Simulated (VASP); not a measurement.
Wanted: the native input for a VASP 6.6.1 run.

```
Task                   : single point
Functional             : PBE
Potentials or basis    : VASP PAW PBE potentials, release 64 (Ta_pv, Al, O)
Cutoff                 : 600 eV
k mesh                 : 4 × 4 × 4
Occupations            : gaussian, width 0.1 eV
Spin                   : collinear spin
Starting moments       : [1.0, 1.0, 0.0, 0.0, 0.0, 0.0, 0.0, 0.0, 0.0, 0.0] μB
Dipole correction      : no
Further INCAR settings : ALGO = Normal; EDIFF = 1e-06; NBANDS = 47
```

The structure of TaAlO3 lies in POSCAR:

```
TaAlO3
1.0
    0.0000000000      3.9425945800      3.9425945800
    3.9425945800      0.0000000000      3.9425945800
    3.9425945800      3.9425945800      0.0000000000
Ta Al O
2 2 6
Direct
    0.5000000000      0.5000000000      0.5000000000
    0.2500000000      0.2500000000      0.2500000000
    0.7500000000      0.7500000000      0.7500000000
    0.0000000000      0.0000000000      0.0000000000
    0.0142940100      0.4857059900      0.4857059900
    0.4857059900      0.0142940100      0.0142940100
    0.4857059900      0.0142940100      0.4857059900
    0.0142940100      0.4857059900      0.0142940100
    0.4857059900      0.4857059900      0.0142940100
    0.0142940100      0.0142940100      0.4857059900
```

The cell was generated, and may not be a known phase.

These files were run (other wordings do the same):

INCAR

```
ALGO     = Normal         # electronic algorithm
EDIFF    = 1E-6           # SCF threshold, eV
ENCUT    = 600            # plane-wave cutoff, eV
GGA      = PE             # functional
GGA_COMPAT= False        
ISIF     = 2              # what is computed and relaxed
ISMEAR   = 0              # smearing method
ISPIN    = 2              # spin polarisation
LASPH    = True           # aspherical terms in the spheres
LCHARG   = False          # write CHGCAR
LMAXMIX  = 4              # l up to which the mixer works
LORBIT   = 11             # projections on sites
LREAL    = False          # projectors in reciprocal space
LWAVE    = False          # write WAVECAR
MAGMOM   = 1 1 0 0 0 0 0 0 0 0 # initial moments
NBANDS   = 47             # bands
NELM     = 200            # most SCF steps
PREC     = Accurate       # precision mode
SIGMA    = 0.1            # smearing width, eV
```

KPOINTS

```
k-points
0
Gamma
  4 4 4
```

Potentials or basis: VASP PAW PBE potentials, release 64 (Ta_pv, Al, O).

The run is started by

```bash
$ cat potpaw_PBE.64/Ta_pv/POTCAR potpaw_PBE.64/Al/POTCAR potpaw_PBE.64/O/POTCAR > POTCAR
$ mpirun -np 1 vasp_std > vasp.out
```

Results of the run:

```yaml
Pressure: 7.0 GPa
Largest_force: 6.851 eV/Å
Net_moment: 2.20 μB per cell
Site_moments: Ta +1.76, +0.03; Al -0.00, -0.01; O -0.02 μB
Valence_electrons_inside_the_program's_atomic_spheres: Ta 8.31, 9.45; Al 0.54, 0.72; O 5.05
```

Caveat: the cell stands under pressure; forces of over 1 eV/Å act on the atoms, so gaps and moduli don't describe the material at rest.

It took 3.2 min on 1 thread of Oxide Virtual Turin-like Processor, with other jobs on the host, peak memory 0.41 GiB.
